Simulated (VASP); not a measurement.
# Al in VASP: single point with PBE

Aim: the single point of Al with PBE.

Program: VASP 6.6.1. These are calculated values, not measurements. Logs are shortened: lines on timing, memory, paths and dates and some standing lists are left out, and cuts for length are marked.

## 1. The cell of the first run

The cell holds a slab with vacuum, 12 atoms: a = 5.680 Å, b = 5.680 Å, c = 30.691 Å, α = 90.00°, β = 90.00°, γ = 120.00°.

## 2. Single point, PBE

Input file INCAR:

```
SYSTEM = Al
ALGO = Fast
DIPOL = 0.5 0.5 0.682
EDIFF = 1E-7
ENCUT = 520
GGA = PE
IDIPOL = 3
ISIF = 2
ISMEAR = 0
LASPH = .True.
LCHARG = .False.
LDIPOL = .True.
LREAL = .False.
LWAVE = .False.
NBANDS = 30
NELM = 80
PREC = Accurate
SIGMA = 0.1
```

Input file KPOINTS:

```
k-points
0
Gamma
  6 6 1
  0 0 0
```

Input file POSCAR:

```
Al
1.0
    5.6802178820      0.0000000000      0.0000000000
   -2.8401089410      4.9192129848      0.0000000000
    0.0000000000      0.0000000000     30.6908449029
Al
12
Direct
    0.5010155615      0.8357912956      0.6060711593
    0.0020984192      0.8323037218      0.6060759664
    0.4975209222      0.3312137552      0.6060706530
    0.0002125231      0.3331040382      0.6076358951
    0.3335438071      0.9997782215      0.6823433438
    0.8335221376      0.9988994498      0.6818466939
    0.3344183488      0.5006257635      0.6818463864
    0.8326937170      0.4997825841      0.6818457989
    0.1678032413      0.1672782138      0.7576914876
    0.6667793783      0.1655146169      0.7576916932
    0.1660321498      0.6665337753      0.7576907462
    0.6668663367      0.6664436455      0.7577411665
```

Potentials or basis: VASP PAW PBE potentials, release 64 (Al).

The run is started by

```bash
$ cat potpaw_PBE.64/Al/POTCAR > POTCAR
$ mpirun -np 1 vasp_std > vasp.out
```

OUTCAR:

```text
SYSTEM = Al
   EDIFF = 1E-7
   ENCUT = 520
   GGA = PE
   ISIF = 2
   ISMEAR = 0
   LASPH = .True.
   LREAL = .False.
   NELM = 80
   PREC = Accurate

 ion  position               nearest neighbor table
   1  0.501  0.836  0.606-   3 2.82   2 2.82   4 2.83   6 2.84   4 2.85   7 2.85   5 2.85   2 2.86
                             3 2.86
   2  0.002  0.832  0.606-   3 2.82   1 2.82   4 2.83   8 2.84   4 2.85   6 2.85   5 2.85   1 2.86
                             3 2.86
   3  0.498  0.331  0.606-   2 2.82   1 2.82   4 2.83   7 2.84   4 2.85   8 2.85   5 2.85   1 2.86
                             2 2.86
   4  0.000  0.333  0.608-   8 2.81   7 2.81   6 2.81   3 2.83   1 2.83   2 2.83   2 2.85   1 2.85
                             3 2.85
   5  0.334  1.000  0.682-  10 2.83  11 2.83   9 2.83   8 2.84   6 2.84   7 2.84   7 2.84   6 2.84
                             8 2.84   2 2.85   3 2.85   1 2.85
   6  0.834  0.999  0.682-   4 2.81   7 2.83   8 2.83   5 2.84   5 2.84   1 2.84  12 2.85  10 2.85
                             8 2.85   7 2.85   9 2.85   2 2.85
   7  0.334  0.501  0.682-   4 2.81   6 2.83   8 2.83   5 2.84   5 2.84   3 2.84  12 2.85   9 2.85
                             8 2.85   6 2.85  11 2.85   1 2.85
   8  0.833  0.500  0.682-   4 2.81   7 2.83   6 2.83   5 2.84   5 2.84   2 2.84  12 2.85  11 2.85
                             6 2.85   7 2.85  10 2.85   3 2.85
   9  0.168  0.167  0.758-   5 2.83  12 2.84  10 2.84  11 2.84  11 2.84  10 2.84  12 2.85   7 2.85
                             6 2.85
  10  0.667  0.166  0.758-   5 2.83  12 2.84   9 2.84  11 2.84  11 2.84   9 2.84  12 2.85   6 2.85
                             8 2.85
  11  0.166  0.667  0.758-   5 2.83  12 2.84   9 2.84  10 2.84  10 2.84   9 2.84  12 2.85   8 2.85
                             7 2.85
  12  0.667  0.666  0.758-   9 2.84  10 2.84  11 2.84  11 2.85  10 2.85   9 2.85   7 2.85   6 2.85
                             8 2.85

  LATTYP: Found a hexagonal cell.
 ALAT       =     5.6802178820
 C/A-ratio  =     5.4031105039

  Lattice vectors:

 A1 = (   5.6802178820,   0.0000000000,   0.0000000000)
 A2 = (  -2.8401089410,   4.9192129848,   0.0000000000)
 A3 = (   0.0000000000,   0.0000000000,  30.6908449029)

Analysis of symmetry for initial positions (statically):
=====================================================================
 Subroutine PRICEL returns:
 Original cell was already a primitive cell.

 Routine SETGRP: Setting up the symmetry group for a
 hexagonal supercell.

 Subroutine GETGRP returns: Found  1 space group operations
 (whereof  1 operations were pure point group operations)
 out of a pool of 24 trial point group operations.

The static configuration has the point symmetry C_1 .

Analysis of symmetry for dynamics (positions and initial velocities):
=====================================================================
 Subroutine PRICEL returns:
 Original cell was already a primitive cell.

 Routine SETGRP: Setting up the symmetry group for a
 hexagonal supercell.

 Subroutine GETGRP returns: Found  1 space group operations
 (whereof  1 operations were pure point group operations)
 out of a pool of 24 trial point group operations.

The dynamic configuration has the point symmetry C_1 .

 Subroutine INISYM returns: Found  1 space group operations
 (whereof  1 operations are pure point group operations),
 and found     1 'primitive' translations

----------------------------------------------------------------------------------------

                                     Primitive cell

  volume of cell :     857.5698

  direct lattice vectors                    reciprocal lattice vectors
     5.680217882  0.000000000  0.000000000     0.176049585  0.101642275  0.000000000
    -2.840108941  4.919212985  0.000000000     0.000000000  0.203284550  0.000000000
     0.000000000  0.000000000 30.690844903     0.000000000  0.000000000  0.032583007

  length of vectors
     5.680217882  5.680217882 30.690844903     0.203284550  0.203284550  0.032583007

  position of ions in fractional coordinates (direct lattice)
     0.501015561  0.835791296  0.606071159
     0.002098419  0.832303722  0.606075966
     0.497520922  0.331213755  0.606070653
     0.000212523  0.333104038  0.607635895
     0.333543807  0.999778222  0.682343344
     0.833522138  0.998899450  0.681846694
     0.334418349  0.500625763  0.681846386
[... 38 lines left out ...]

  Shift w.r.t. Gamma in fractional coordinates (k-lattice)
     0.000000000  0.000000000  0.000000000

 Subroutine IBZKPT returns following result:
 ===========================================

 Found     20 irreducible k-points:

 Following reciprocal coordinates:
            Coordinates               Weight
  0.000000  0.000000  0.000000      1.000000
  0.166667  0.000000  0.000000      2.000000
  0.000000  0.166667  0.000000      2.000000
 -0.166667  0.166667  0.000000      2.000000
  0.333333 -0.000000  0.000000      2.000000
  0.000000  0.333333  0.000000      2.000000
[... 12 lines left out ...]
  0.500000 -0.166667  0.000000      2.000000
  0.333333  0.333333  0.000000      2.000000
   k-points           NKPTS =     20   k-points in BZ     NKDIM =     20   number of bands    NBANDS=     30
   number of dos      NEDOS =    301   number of ions     NIONS =     12
   total plane-waves  NPLWV = 423360
   dimension x,y,z NGX =    42 NGY =   42 NGZ =  240
   dimension x,y,z NGXF=    84 NGYF=   84 NGZF=  480
   ions per type =              12
   NGX,Y,Z   is equivalent  to a cutoff of  12.29, 12.29, 13.00 a.u.
   NGXF,Y,Z  is equivalent  to a cutoff of  24.58, 24.58, 26.00 a.u.
 SYSTEM =  Al
   PREC   = accura    normal or accurate (medium, high low for compatibility)
   ISTART =      0    job   : 0-new  1-cont  2-samecut
   ICHARG =      2    charge: 1-file 2-atom 10-const
   ISPIN  =      1    spin polarized calculation?
   LNONCOLLINEAR =      F non collinear calculations
   LSORBIT =      F    spin-orbit coupling
   LASPH  =      T    aspherical Exc in radial PAW
   ENCUT  =  520.0 eV  38.22 Ry    6.18 a.u.  10.56 10.56 57.06*2*pi/ulx,y,z
   NELM   =     80;   NELMIN=  2; NELMDL= -5     # of ELM steps
   EDIFF  = 0.1E-06   stopping-criterion for ELM
   LREAL  =      F    real-space projection
   EDIFFG = 0.1E-05   stopping-criterion for IOM
   NSW    =      0    number of steps for IOM
   IBRION =     -1    ionic relax: 0-MD 1-quasi-New 2-CG
   NFREE  =      0    steps in history (QN), initial steepest desc. (CG)
   ISIF   =      2    stress and relaxation
   ISYM   =      2    0-nonsym 1-usesym 2-fastsym
   POTIM  = 0.5000    time-step for ionic-motion
   TEBEG  =    0.0;   TEEND  =   0.0 temperature during run
   PSTRESS=    0.0 pullay stress
   NELECT =      36.0000    total number of electrons
   NUPDOWN=      -1.0000    fix difference up-down
   EMIN   =  10.00;   EMAX   =-10.00  energy-range for DOS
   EFERMI =   0.00;   METHOD = LEGACY
   ISMEAR =     0;   SIGMA  =   0.10  broadening in eV -4-tet -1-fermi 0-gaus
   EFERMI_NEDOS =   21; number of points for ismear=-14 and -15
   IALGO  =     68    algorithm
   IMIX   =      4    mixing-type and parameters
     AMIX     =   0.40;   BMIX     =  1.00
     AMIX_MAG =   1.60;   BMIX_MAG =  1.00
  volume/ion in A,a.u.               =      71.46       482.26
  Fermi-wavevector in a.u.,A,eV,Ry     =   0.568965  1.075189  4.404500  0.323722
  Thomas-Fermi vector in A             =   1.608410
   LORBIT       =      0    0 simple, 1 ext, 2 COOP (PROOUT), +10 PAW based schemes
   GGA     = PE    functional components
   LHFCALC =     F    Hartree Fock is set to
   AEXX    =    0.0000 exact exchange contribution
   IVDW    =     0    specifies the selected vdW correction
   LEPSILON=     F    determine dielectric tensor
   LRPA    =     F    only Hartree local field effects (RPA)
 non-spin polarized calculation
 RMM-DIIS sequential band-by-band and
 Gauss-broadening in eV      SIGMA  =   0.10
  energy-cutoff  :      520.00
  volume of cell :      857.57
 maximum number of plane-waves:     23140
   NGX = 21   NGY = 21   NGZ =115

 dipolmoment           0.000000      0.000000      0.010527 electrons x Angstroem

 number of electron      36.0000001 magnetization

 dipolmoment           0.000000      0.000000     -0.000352 electrons x Angstroem

 Free energy of the ion-electron system (eV)
  ---------------------------------------------------
  ext. energy  EPLUGINS =         0.00000000
  ---------------------------------------------------
  free energy    TOTEN  =       -42.14268048 eV

  energy without entropy =      -42.10367377  energy(sigma->0) =      -42.12317713

 E-fermi :  -1.1016     XC(G=0):  -2.9252

 val. band max:       -1.1227753569   @ k =  -0.3333   0.5000   0.0000
 cond. band min:      -1.0881989493   @ k =   0.1667   0.1667   0.0000
 fundamental gap:      0.0345764076
 Fermi energy:        -1.1016400811

 k-point     1 :       0.0000    0.0000    0.0000
  band No.  band energies     occupation
      1     -11.7126      2.00000
      2     -10.0283      2.00000
      3      -7.3811      2.00000
      4      -5.7855      2.00000
      5      -5.7771      2.00000
      6      -5.7771      2.00000
[... 649 lines left out ...]
     29       2.3076      0.00000
     30       2.3353      0.00000

------------------------ aborting loop because EDIFF is reached ----------------------------------------

 vacuum level on the upper side and lower side of the slab       (xc-potential included)        -0.035        -0.032

  FORCE on cell =-STRESS in cart. coord.  units (eV):
  Direction    XX          YY          ZZ          XY          YZ          ZX
  --------------------------------------------------------------------------------------
  -------------------------------------------------------------------------------------
  Total       -1.4579488     -1.4579573     -0.8739572     -0.0000049     -0.0001435      0.0002827
  in kB       -2.7238513     -2.7238671     -1.6327936     -0.0000091     -0.0002680      0.0005281
  external PRESSURE =      -2.3601707 kB  Pullay stress =       0.0000000 kB

 VOLUME and BASIS-vectors are now :
 -----------------------------------------------------------------------------
  energy-cutoff  :      520.00
  volume of cell :      857.57
      direct lattice vectors                 reciprocal lattice vectors
     5.680217882  0.000000000  0.000000000     0.176049585  0.101642275  0.000000000
    -2.840108941  4.919212985  0.000000000     0.000000000  0.203284550  0.000000000
     0.000000000  0.000000000 30.690844903     0.000000000  0.000000000  0.032583007

 POSITION                                       TOTAL-FORCE (eV/Angst)
 -----------------------------------------------------------------------------------
      0.47214      4.11144     18.60084         0.046762     -0.056437      0.077491
     -2.35191      4.09428     18.60098        -0.072265     -0.012420      0.077024
      1.88534      1.62931     18.60082         0.025489      0.068854      0.077496
     -0.94484      1.63861     18.64886         0.000002      0.000018     -0.090322
     -0.94488      4.91812     20.94169         0.000095     -0.000129     -0.053868
      1.89760      4.91380     20.92645         0.002281     -0.003404      0.046570
      0.47774      2.46268     20.92644         0.001754      0.003702      0.046453
      3.31044      2.45854     20.92642        -0.004230     -0.000141      0.046678
      0.47807      0.82288     23.25419        -0.021697     -0.002548     -0.055441
      3.31737      0.81420     23.25420         0.008642      0.019977     -0.055446
     -0.94993      3.27882     23.25417         0.013005     -0.017448     -0.055417
      1.89517      3.27838     23.25572         0.000162     -0.000025     -0.061219
 -----------------------------------------------------------------------------------
    total drift:                               -0.000008      0.000005     -0.000034

  FREE ENERGIE OF THE ION-ELECTRON SYSTEM (eV)
  ---------------------------------------------------
  free  energy   TOTEN  =       -42.1426804840 eV

  energy  without entropy=      -42.1036737703  energy(sigma->0) =      -42.12317713

 vacuum level on the upper side and lower side of the slab         2.726         2.729
```

Wall time 23 min (1 thread of Intel Xeon Platinum 8488C (Sapphire Rapids), shared host); peak memory 0.99 GiB.

What came out:

```yaml
Free_energy: -42.1427 eV
Largest_force: 0.107 eV/Å
Band_gap_on_the_k_mesh: zero (bands 18 and 19 overlap by 0.95 eV)
```

Forces on the atoms (eV/Å):
```
Al   0.047 -0.056  0.077
Al  -0.072 -0.012  0.077
Al   0.025  0.069  0.077
Al   0.000  0.000 -0.090
Al   0.000  0.000 -0.054
Al   0.002 -0.003  0.047
Al   0.002  0.004  0.046
Al  -0.004  0.000  0.047
Al  -0.022 -0.003 -0.055
Al   0.009  0.020 -0.055
Al   0.013 -0.017 -0.055
Al   0.000  0.000 -0.061
```

Levels at points of the mesh, in eV from the Fermi level:
| k point | band 15 | band 16 | band 17 | band 18 | band 19 | band 20 | band 21 | band 22 |
| --- | --- | --- | --- | --- | --- | --- | --- | --- |
| (0.00, 0.00, 0.00) | -2.73 | -2.71 | -0.43 | -0.43 | -0.41 | -0.22 | -0.18 | -0.18 |
| (0.50, 0.00, 0.00) | -0.44 | -0.42 | -0.14 | -0.13 | 0.98 | 0.99 | 1.28 | 1.29 |
| (0.00, 0.50, 0.00) | -0.44 | -0.42 | -0.14 | -0.13 | 0.98 | 0.99 | 1.28 | 1.29 |
| (0.50, 0.50, 0.00) | -0.44 | -0.42 | -0.14 | -0.13 | 0.98 | 0.99 | 1.28 | 1.29 |

The gap in the log of VASP goes by the Fermi energy; the results here count the filled bands.